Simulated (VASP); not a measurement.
# Cu (Fm-3m) in VASP: further runs

Cu is run at these levels: HSE06, PBE0, HF, B3LYP, PBEsol-based screened hybrid with 25 % exact exchange; tasks: single point, relaxation of cell and atoms.

All numbers are computed with VASP 6.6.1; they aren't measurements. Logs are shortened: lines on timing, memory, paths and dates and some standing lists are left out, and cuts for length are marked.

## (1) The cell of the first run

It takes space group Fm-3m (No. 225, cubic). Conventional cell: a = 3.639 Å, b = 3.639 Å, c = 3.639 Å, α = 90.00°, β = 90.00°, γ = 90.00°. Cu (site symmetry m-3m) has 12 Cu at 2.57 Å within 3.4 Å.

## (2) Single point, HSE06

POSCAR reads:

```
Cu
1.0
    0.0000000000      1.8194705475      1.8194705475
    1.8194705475      0.0000000000      1.8194705475
    1.8194705475      1.8194705475      0.0000000000
Cu
1
Direct
    0.0000000000      0.0000000000      0.0000000000
```

INCAR.step1 reads:

```
PREC = Accurate
ENCUT = 520
EDIFF = 1E-5
ISMEAR = -1
SIGMA = 0.05
LREAL = F
LASPH = T
NELM = 120
ALGO = Normal
ISIF = 2
LWAVE = T
LCHARG = F
NBANDS = 12
GGA = PE
GGA_COMPAT = F
```

INCAR.step2 reads:

```
PREC = Accurate
ENCUT = 520
EDIFF = 1E-6
ISMEAR = -1
SIGMA = 0.05
LREAL = F
LASPH = T
NELM = 120
ALGO = Normal
ISIF = 2
LWAVE = F
LCHARG = F
GGA = PE
LHFCALC = T
HFSCREEN = 0.2079
PRECFOCK = Normal
NBANDS = 12
ISTART = 1
GGA_COMPAT = F
```

KPOINTS reads:

```
regular mesh
0
Gamma
  7 7 7
```

Potentials or basis: VASP PAW PBE potentials, release 64 (Cu).

Run with:

```sh
$ cat potpaw_PBE.64/Cu/POTCAR > POTCAR
$ cp INCAR.step1 INCAR
$ mpirun -np 1 vasp_std > vasp.out
$ cp INCAR.step2 INCAR
$ mpirun -np 1 vasp_std > vasp.out
```

OUTCAR:

```text
PREC = Accurate
   ENCUT = 520
   EDIFF = 1E-6
   ISMEAR = -1
   LREAL = F
   LASPH = T
   NELM = 120
   ISIF = 2
   GGA = PE
   LHFCALC = T
   HFSCREEN = 0.2079
   PRECFOCK = Normal
   ISTART = 1

 ion  position               nearest neighbor table
   1  0.000  0.000  0.000-

  LATTYP: Found a face centered cubic cell.
 ALAT       =     3.6389410950

  Lattice vectors:

 A1 = (   0.0000000000,   1.8194705475,   1.8194705475)
 A2 = (   1.8194705475,   0.0000000000,   1.8194705475)
 A3 = (   1.8194705475,   1.8194705475,   0.0000000000)

Analysis of symmetry for initial positions (statically):
=====================================================================
 Subroutine PRICEL returns:
 Original cell was already a primitive cell.

 Routine SETGRP: Setting up the symmetry group for a
 face centered cubic supercell.

 Subroutine GETGRP returns: Found 48 space group operations
 (whereof 48 operations were pure point group operations)
 out of a pool of 48 trial point group operations.

The static configuration has the point symmetry O_h .

Analysis of symmetry for dynamics (positions and initial velocities):
=====================================================================
 Subroutine PRICEL returns:
 Original cell was already a primitive cell.

 Routine SETGRP: Setting up the symmetry group for a
 face centered cubic supercell.

 Subroutine GETGRP returns: Found 48 space group operations
 (whereof 48 operations were pure point group operations)
 out of a pool of 48 trial point group operations.

The dynamic configuration has the point symmetry O_h .

 Subroutine INISYM returns: Found 48 space group operations
 (whereof 48 operations are pure point group operations),
 and found     1 'primitive' translations

----------------------------------------------------------------------------------------

                                     Primitive cell

  volume of cell :      12.0466

  direct lattice vectors                    reciprocal lattice vectors
     0.000000000  1.819470547  1.819470547    -0.274805218  0.274805218  0.274805218
     1.819470547  0.000000000  1.819470547     0.274805218 -0.274805218  0.274805218
[... 86 lines left out ...]
   POTIM  = 0.5000    time-step for ionic-motion
   TEBEG  =    0.0;   TEEND  =   0.0 temperature during run
   PSTRESS=    0.0 pullay stress
   NELECT =      11.0000    total number of electrons
   NUPDOWN=      -1.0000    fix difference up-down
   EMIN   =  10.00;   EMAX   =-10.00  energy-range for DOS
   EFERMI =   0.00;   METHOD = LEGACY
   ISMEAR =    -1;   SIGMA  =   0.05  broadening in eV -4-tet -1-fermi 0-gaus
   EFERMI_NEDOS =   21; number of points for ismear=-14 and -15
   IALGO  =     38    algorithm
   IMIX   =      1    mixing-type and parameters
     AMIX     =   0.40;   BMIX     =  1.00
     AMIX_MAG =   1.60;   BMIX_MAG =  1.00
  volume/ion in A,a.u.               =      12.05        81.29
  Fermi-wavevector in a.u.,A,eV,Ry     =   1.588245  3.001347 34.320977  2.522521
  Thomas-Fermi vector in A             =   2.687278
   LORBIT       =      0    0 simple, 1 ext, 2 COOP (PROOUT), +10 PAW based schemes
   GGA     = PE    functional components
   LHFCALC =     T    Hartree Fock is set to
   PRECFOCK=normal    Normal, Fast or Accurate (Low or Medium for compatibility)
   ENCUT4O =  -1.0   cutoff for four orbital integrals eV
   NKREDX  =     1    reduce k-point grid by
   NKREDY  =     1    reduce k-point grid by
   NKREDZ  =     1    reduce k-point grid by
   AEXX    =    0.2500 exact exchange contribution
   HFSCREEN=    0.2079 screening length (either q_TF or 0.3 A-1)
   HFSCREENC=   0.2079 screening length for correlation (either q_TF or 0.3 A-1)
   ENCUTFOCK=  -1.0 apply spherical cutoff to Coloumb kernel
   IVDW    =     0    specifies the selected vdW correction
   LEPSILON=     F    determine dielectric tensor
   LRPA    =     F    only Hartree local field effects (RPA)
 non-spin polarized calculation
  energy-cutoff  :      520.00
  volume of cell :       12.05
 maximum number of plane-waves:       331
  NGX = 16; NGY = 16; NGZ = 16

 number of electron      10.9999995 magnetization

 Free energy of the ion-electron system (eV)
  ---------------------------------------------------
  ext. energy  EPLUGINS =         0.00000000
  ---------------------------------------------------
  free energy    TOTEN  =        -3.69869029 eV

  energy without entropy =       -3.69739044  energy(sigma->0) =       -3.69804037

 E-fermi :   7.5181     XC(G=0): -10.2181

 val. band max:        6.2463836599   @ k =   0.4286   0.2857   0.0000
 cond. band min:       7.5368708409   @ k =   0.4286   0.4286   0.0000
 fundamental gap:      1.2904871810
 Fermi energy:         7.5180787743

 k-point     1 :       0.0000    0.0000    0.0000
  band No.  band energies     occupation
      1      -3.0688      2.00000
      2       2.7257      2.00000
      3       2.7257      2.00000
      4       2.7257      2.00000
      5       3.5149      2.00000
      6       3.5149      2.00000
      7      30.7255      0.00000
      8      33.5930      0.00000
      9      33.5930      0.00000
     10      33.5930      0.00000
     11      36.1997      0.00000
     12      36.1997      0.00000
[... 271 lines left out ...]
 k-point    20 :      -0.2857    0.4286    0.1429
  band No.  band energies     occupation
      1       1.6354      2.00000
      2       1.9981      2.00000
      3       2.5909      2.00000
      4       3.5489      2.00000
      5       4.3102      2.00000
      6      12.8486      0.00000
      7      13.3981      0.00000
      8      16.3537      0.00000
      9      19.8643      0.00000
     10      32.6209      0.00000
     11      38.9448      0.00000
     12      39.2889      0.00000

------------------------ aborting loop because EDIFF is reached ----------------------------------------

  FORCE on cell =-STRESS in cart. coord.  units (eV):
  Direction    XX          YY          ZZ          XY          YZ          ZX
  --------------------------------------------------------------------------------------
  -------------------------------------------------------------------------------------
  Total       -0.0584425     -0.0584425     -0.0584425      0.0000000     -0.0000000      0.0000000
  in kB       -7.7727490     -7.7727490     -7.7727490      0.0000000     -0.0000000      0.0000000
  external PRESSURE =      -7.7727490 kB  Pullay stress =       0.0000000 kB

 VOLUME and BASIS-vectors are now :
 -----------------------------------------------------------------------------
  energy-cutoff  :      520.00
  volume of cell :       12.05
      direct lattice vectors                 reciprocal lattice vectors
     0.000000000  1.819470547  1.819470547    -0.274805218  0.274805218  0.274805218
     1.819470547  0.000000000  1.819470547     0.274805218 -0.274805218  0.274805218
     1.819470547  1.819470547  0.000000000     0.274805218  0.274805218 -0.274805218

 POSITION                                       TOTAL-FORCE (eV/Angst)
 -----------------------------------------------------------------------------------
      0.00000      0.00000      0.00000         0.000000      0.000000      0.000000
 -----------------------------------------------------------------------------------
    total drift:                                0.000000     -0.000000      0.000000

  FREE ENERGIE OF THE ION-ELECTRON SYSTEM (eV)
  ---------------------------------------------------
  free  energy   TOTEN  =        -3.6986902887 eV

  energy  without entropy=       -3.6973904422  energy(sigma->0) =       -3.69804037
```

OSZICAR.step1:

```text
N       E                     dE             d eps       ncg     rms          rms(c)
DAV:   1     0.443622479449E+02    0.44362E+02   -0.54396E+03   536   0.154E+03
DAV:   2    -0.331027455339E+01   -0.47673E+02   -0.44031E+02   488   0.208E+02
DAV:   3    -0.464434040718E+01   -0.13341E+01   -0.13286E+01   560   0.410E+01
DAV:   4    -0.465165266127E+01   -0.73123E-02   -0.73116E-02   580   0.266E+00
DAV:   5    -0.465171512567E+01   -0.62464E-04   -0.62463E-04   556   0.255E-01    0.765E+00
DAV:   6    -0.416850681825E+01    0.48321E+00   -0.14848E+01   568   0.720E+01    0.404E+00
DAV:   7    -0.377977188864E+01    0.38873E+00   -0.23544E+00   560   0.289E+01    0.518E-01
DAV:   8    -0.377081249115E+01    0.89594E-02   -0.63689E-03   596   0.150E+00    0.357E-01
DAV:   9    -0.376860154443E+01    0.22109E-02   -0.14098E-02   584   0.206E+00    0.337E-02
DAV:  10    -0.376859857247E+01    0.29720E-05   -0.59169E-05   624   0.131E-01
   1 F= -.37685986E+01 E0= -.37679998E+01  d E =-.119756E-02
```

Wall time 27 min (1 thread of Oxide Virtual Turin-like, shared host); peak memory 0.19 GiB.

Results:

```yaml
Free_energy: -3.6987 eV
Pressure: -0.8 GPa
Band_gap_on_the_k_mesh: zero (an odd number of electrons rules out a gap without spin polarisation)
```

Levels at points of the mesh, in eV from the Fermi level:
```csv
k point,band 4,band 5,band 6,band 7,band 8,band 9
"(0.00, 0.00, 0.00)",-4.79,-4.00,-4.00,23.21,26.07,26.07
```

Caveat: the k points lie up to 0.43 Å⁻¹ apart, too coarse for converged energies and pressures of a metal; the PAW data sets were made with another functional, which shifts forces and pressure a little.

## (3) Single point, PBE0

This run uses another cell than the first one, of 11.81 Å³/atom.

POSCAR reads:

```
Cu
1.0
    0.0000000000      1.8075000000      1.8075000000
    1.8075000000      0.0000000000      1.8075000000
    1.8075000000      1.8075000000      0.0000000000
Cu
1
Direct
    0.0000000000      0.0000000000      0.0000000000
```

INCAR.step1 reads:

```
SYSTEM = Cu
  ALGO = Normal
  EDIFF = 1E-5
  ENCUT = 520
  GGA = PE
  GGA_COMPAT = .FALSE.
  ISIF = 2
  ISMEAR = -1
  LASPH = .TRUE.
  LCHARG = .FALSE.
  LREAL = .FALSE.
  LWAVE = .TRUE.
  NBANDS = 12
  NELM = 120
  PREC = Accurate
  SIGMA = 0.05
```

INCAR.step2 reads:

```
SYSTEM = Cu
  AEXX = 0.25
  ALGO = Normal
  EDIFF = 1E-6
  ENCUT = 520
  GGA = PE
  GGA_COMPAT = .FALSE.
  ISIF = 2
  ISMEAR = -1
  ISTART = 1
  LASPH = .TRUE.
  LCHARG = .FALSE.
  LHFCALC = .TRUE.
  LREAL = .FALSE.
  LWAVE = .FALSE.
  NBANDS = 12
  NELM = 120
  PREC = Accurate
  PRECFOCK = Normal
  SIGMA = 0.05
```

KPOINTS reads:

```
k-points
0
G
  8 8 8
  0 0 0
```

Potentials or basis: VASP PAW PBE potentials, release 64 (Cu).

Run with:

```sh
$ cat potpaw_PBE.64/Cu/POTCAR > POTCAR
$ cp INCAR.step1 INCAR
$ mpirun -np 1 vasp_std > vasp.out
$ cp INCAR.step2 INCAR
$ mpirun -np 1 vasp_std > vasp.out
```

It took 49 min on 1 thread of Oxide Virtual Turin-like, shared host; peak memory 0.1 GiB.

Results (log left out):

```
Free energy            : -3.8227 eV
Pressure               : 2.4 GPa
Band gap on the k mesh : zero (an odd number of electrons rules out a gap without spin polarisation)
```

Levels at points of the mesh, in eV from the Fermi level:
| k point | band 4 | band 5 | band 6 | band 7 | band 8 | band 9 |
| --- | --- | --- | --- | --- | --- | --- |
| (0.00, 0.00, 0.00) | -4.29 | -3.47 | -3.47 | 24.74 | 27.77 | 27.77 |
| (0.50, 0.00, 0.00) | -2.71 | -2.71 | -0.70 | 5.40 | 23.15 | 24.70 |
| (0.50, 0.50, 0.00) | -2.50 | -2.50 | 2.87 | 9.06 | 15.30 | 15.30 |

Caveat: the k points lie up to 0.38 Å⁻¹ apart, too coarse for converged energies and pressures of a metal; the PAW data sets were made with another functional, which shifts forces and pressure a little.

## (4) Single point, HF

This run uses another cell than the first one, of 12.52 Å³/atom.

POSCAR reads:

```
Cu
1.0
    0.0000000000      1.8429501765      1.8429501765
    1.8429501765      0.0000000000      1.8429501765
    1.8429501765      1.8429501765      0.0000000000
Cu
1
Direct
    0.0000000000      0.0000000000      0.0000000000
```

INCAR.step1 reads:

```
SYSTEM = Cu
PREC = Accurate ; ENCUT = 520
EDIFF = 1E-5 ; ISMEAR = -1
SIGMA = 0.05 ; LREAL = .False.
LASPH = .True. ; NELM = 120
ALGO = Normal ; ISIF = 2
LWAVE = .True. ; GGA = PE
NBANDS = 12 ; GGA_COMPAT = .False.
```

INCAR.step2 reads:

```
SYSTEM = Cu
PREC = Accurate ; ENCUT = 520
EDIFF = 1E-6 ; ISMEAR = -1
SIGMA = 0.05 ; LREAL = .False.
LASPH = .True. ; NELM = 120
ALGO = Normal ; ISIF = 2
LWAVE = .False. ; LCHARG = .True.
GGA = PE ; LHFCALC = .True.
AEXX = 1.0 ; ALDAC = 0.0
AGGAC = 0.0 ; PRECFOCK = Normal
LELF = .True. ; LVHAR = .True.
ISTART = 1 ; NBANDS = 12
GGA_COMPAT = .False.
```

KPOINTS reads:

```
Automatic mesh
0
Gamma
  7 7 7
  0 0 0
```

Potentials or basis: VASP PAW PBE potentials, release 64 (Cu).

Run with:

```sh
$ cat potpaw_PBE.64/Cu/POTCAR > POTCAR
$ cp INCAR.step1 INCAR
$ mpirun -np 1 vasp_std > vasp.out
$ cp INCAR.step2 INCAR
$ mpirun -np 1 vasp_std > vasp.out
```

OUTCAR:

```text
SYSTEM = Cu
   PREC = Accurate
   ENCUT = 520
   EDIFF = 1E-6
   ISMEAR = -1
   LREAL = .False.
   LASPH = .True.
   NELM = 120
   ISIF = 2
   GGA = PE
   LHFCALC = .True.
   AEXX = 1.0
   PRECFOCK = Normal
   ISTART = 1

 ion  position               nearest neighbor table
   1  0.000  0.000  0.000-

  LATTYP: Found a face centered cubic cell.
 ALAT       =     3.6859003530

  Lattice vectors:

 A1 = (   0.0000000000,   1.8429501765,   1.8429501765)
 A2 = (   1.8429501765,   0.0000000000,   1.8429501765)
 A3 = (   1.8429501765,   1.8429501765,   0.0000000000)

Analysis of symmetry for initial positions (statically):
=====================================================================
 Subroutine PRICEL returns:
 Original cell was already a primitive cell.

 Routine SETGRP: Setting up the symmetry group for a
 face centered cubic supercell.

 Subroutine GETGRP returns: Found 48 space group operations
 (whereof 48 operations were pure point group operations)
 out of a pool of 48 trial point group operations.

The static configuration has the point symmetry O_h .

Analysis of symmetry for dynamics (positions and initial velocities):
=====================================================================
 Subroutine PRICEL returns:
 Original cell was already a primitive cell.

 Routine SETGRP: Setting up the symmetry group for a
 face centered cubic supercell.

 Subroutine GETGRP returns: Found 48 space group operations
 (whereof 48 operations were pure point group operations)
 out of a pool of 48 trial point group operations.

The dynamic configuration has the point symmetry O_h .

 Subroutine INISYM returns: Found 48 space group operations
 (whereof 48 operations are pure point group operations),
 and found     1 'primitive' translations

[... 117 lines left out ...]
   NKREDY  =     1    reduce k-point grid by
   NKREDZ  =     1    reduce k-point grid by
   AEXX    =    1.0000 exact exchange contribution
   HFSCREEN=    0.0000 screening length (either q_TF or 0.3 A-1)
   HFSCREENC=   0.0000 screening length for correlation (either q_TF or 0.3 A-1)
   ENCUTFOCK=  -1.0 apply spherical cutoff to Coloumb kernel
   IVDW    =     0    specifies the selected vdW correction
   LEPSILON=     F    determine dielectric tensor
   LRPA    =     F    only Hartree local field effects (RPA)
 non-spin polarized calculation
  energy-cutoff  :      520.00
  volume of cell :       12.52
 maximum number of plane-waves:       345
  NGX = 16; NGY = 16; NGZ = 16

 number of electron      10.9999987 magnetization

 Free energy of the ion-electron system (eV)
  ---------------------------------------------------
  ext. energy  EPLUGINS =         0.00000000
  ---------------------------------------------------
  free energy    TOTEN  =        -3.84934676 eV

  energy without entropy =       -3.84815867  energy(sigma->0) =       -3.84875271

 E-fermi :   9.2543     XC(G=0):   0.0000

 val. band max:        5.3085007813   @ k =   0.4286   0.2857   0.0000
 cond. band min:       9.2711285213   @ k =   0.4286   0.4286   0.0000
 fundamental gap:      3.9626277400
 Fermi energy:         9.2543049090

 k-point     1 :       0.0000    0.0000    0.0000
  band No.  band energies     occupation
      1      -6.5244      2.00000
      2      -3.2991      2.00000
      3      -3.2991      2.00000
      4      -3.2991      2.00000
      5      -2.5287      2.00000
      6      -2.5287      2.00000
      7      36.1351      0.00000
      8      39.4083      0.00000
      9      39.4083      0.00000
     10      39.4083      0.00000
     11      42.4808      0.00000
     12      42.4808      0.00000
[... 271 lines left out ...]
 k-point    20 :      -0.2857    0.4286    0.1429
  band No.  band energies     occupation
      1      -4.2986      2.00000
      2      -3.7902      2.00000
      3      -3.1391      2.00000
      4      -2.3806      2.00000
      5      -1.4266      2.00000
      6      17.0274      0.00000
      7      17.7429      0.00000
      8      21.2870      0.00000
      9      25.2442      0.00000
     10      38.5237      0.00000
     11      44.9001      0.00000
     12      45.4167      0.00000

------------------------ aborting loop because EDIFF is reached ----------------------------------------

  FORCE on cell =-STRESS in cart. coord.  units (eV):
  Direction    XX          YY          ZZ          XY          YZ          ZX
  --------------------------------------------------------------------------------------
  -------------------------------------------------------------------------------------
  Total        1.1789639      1.1789639      1.1789639     -0.0000000      0.0000000     -0.0000000
  in kB      150.8829945    150.8829945    150.8829945     -0.0000000      0.0000000     -0.0000000
  external PRESSURE =     150.8829945 kB  Pullay stress =       0.0000000 kB

 VOLUME and BASIS-vectors are now :
 -----------------------------------------------------------------------------
  energy-cutoff  :      520.00
  volume of cell :       12.52
      direct lattice vectors                 reciprocal lattice vectors
     0.000000000  1.842950177  1.842950177    -0.271304133  0.271304133  0.271304133
     1.842950177  0.000000000  1.842950177     0.271304133 -0.271304133  0.271304133
     1.842950177  1.842950177  0.000000000     0.271304133  0.271304133 -0.271304133

 POSITION                                       TOTAL-FORCE (eV/Angst)
 -----------------------------------------------------------------------------------
      0.00000      0.00000      0.00000        -0.000000     -0.000000     -0.000000
 -----------------------------------------------------------------------------------
    total drift:                               -0.000000     -0.000000     -0.000000

  FREE ENERGIE OF THE ION-ELECTRON SYSTEM (eV)
  ---------------------------------------------------
  free  energy   TOTEN  =        -3.8493467611 eV

  energy  without entropy=       -3.8481586677  energy(sigma->0) =       -3.84875271
```

OSZICAR.step1:

```text
N       E                     dE             d eps       ncg     rms          rms(c)
DAV:   1     0.478502733830E+02    0.47850E+02   -0.52805E+03   528   0.153E+03
DAV:   2    -0.298004759683E+01   -0.50830E+02   -0.46817E+02   496   0.210E+02
DAV:   3    -0.461123145323E+01   -0.16312E+01   -0.16196E+01   544   0.440E+01
DAV:   4    -0.462249647342E+01   -0.11265E-01   -0.11264E-01   564   0.328E+00
DAV:   5    -0.462260713032E+01   -0.11066E-03   -0.11065E-03   564   0.332E-01    0.758E+00
DAV:   6    -0.418688195545E+01    0.43573E+00   -0.15288E+01   568   0.723E+01    0.425E+00
DAV:   7    -0.376947530320E+01    0.41741E+00   -0.24881E+00   568   0.296E+01    0.477E-01
DAV:   8    -0.376200605298E+01    0.74693E-02   -0.88808E-03   604   0.183E+00    0.383E-01
DAV:   9    -0.375947460550E+01    0.25314E-02   -0.16756E-02   592   0.222E+00    0.376E-02
DAV:  10    -0.375946753734E+01    0.70682E-05   -0.82414E-05   636   0.154E-01
   1 F= -.37594675E+01 E0= -.37588662E+01  d E =-.120261E-02
```

Run time: 27 min. Hardware: 1 thread of Oxide Virtual Turin-like, shared host; peak memory 0.1 GiB.

Results:

* Free energy: -3.8493 eV
* Pressure: 15.1 GPa
* Band gap on the k mesh: zero (an odd number of electrons rules out a gap without spin polarisation)

Caveat: the k points lie up to 0.42 Å⁻¹ apart, too coarse for converged energies and pressures of a metal; the PAW data sets were made with another functional, which shifts forces and pressure a little.

(Part 1 of 2 ends here.)

The gap in the log of VASP goes by the Fermi energy; the results here count the filled bands.